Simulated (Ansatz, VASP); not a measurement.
## Two plane-wave programs on MgS

```xyz
2
Lattice="0.0000 2.6149 2.6149 2.6149 0.0000 2.6149 2.6149 2.6149 0.0000" Properties=species:S:1:pos:R:3 pbc="T T T"
Mg    0.0000    0.0000    0.0000
S     2.6149    2.6149    2.6149
```

Alike in both runs: functional PBE; k mesh 8 × 8 × 8; occupations gaussian, width 0.02 eV; no spin polarisation.

Ansatz relaxed the structure, and its values are those at the end. VASP's run is a single point on that final structure, the one shown.

|  | VASP | Ansatz |
| --- | --- | --- |
| version | VASP 6.6.1 | Ansatz 0.2.0 |
| potentials or method | VASP PAW PBE potentials, release 64 (Mg, S), cutoff 520 eV | scalar-relativistic, plane waves, PAW |
| valence electrons in the cell | 8 | 16 |

```tsv
	VASP	Ansatz	Ansatz less VASP
gap on the k mesh at the Fermi level (eV)	2.74	2.76	+0.015
least direct gap on the mesh (eV)	3.59	3.60	+0.012
pressure (GPa)	-0.3	0.0	+0.29
```

VASP's potentials hold 8 valence electrons a cell and Ansatz's 16, so a difference there can come from the potentials and not from the codes.
